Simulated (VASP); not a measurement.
Input of a VASP 6.6.1 run:

Contents of INCAR:

```
SYSTEM = MgO
ALGO     = Normal         ! electronic algorithm
EDIFF    = 1E-7           ! SCF threshold, eV
ENCUT    = 520            ! plane-wave cutoff, eV
GGA      = CA             ! functional
ISIF     = 2              ! what is computed and relaxed
ISMEAR   = -1             ! smearing method
LASPH    = .True.         ! aspherical terms in the spheres
LCHARG   = .False.        ! write CHGCAR
LREAL    = .False.        ! projectors in reciprocal space
LWAVE    = .False.        ! write WAVECAR
NBANDS   = 16             ! bands
NELM     = 80             ! most SCF steps
PREC     = Accurate       ! precision mode
SIGMA    = 0.02           ! smearing width, eV
```

Contents of KPOINTS:

```
k-points
0
Gamma
  7 7 4
  0 0 0
```

POSCAR

```
MgO
1.0
    3.3077869900      0.0000000000      0.0000000000
   -1.6538934900      2.8646275600      0.0000000000
    0.0000000000      0.0000000000      4.9828816700
Mg O
2 2
Direct
    0.3333333333      0.6666666667      0.0021597400
    0.6666666667      0.3333333333      0.5021597400
    0.3333333333      0.6666666667      0.4024402600
    0.6666666667      0.3333333333      0.9024402600
```

Potentials or basis: VASP PAW LDA potentials, release 64 (Mg, O).

Command:

```console
$ cat potpaw_LDA.64/Mg/POTCAR potpaw_LDA.64/O/POTCAR > POTCAR
$ mpirun -np 1 vasp_std > vasp.out
```

Predict the largest force.

0.048 eV/Å.

Estimate the band gap on the k mesh.

3.36 eV, direct.

Estimate the pressure.

-5.4 GPa.

Stress tensor (GPa, compression positive):
```
-5.63  0.00  0.00
 0.00 -5.63  0.00
 0.00  0.00 -4.92
```
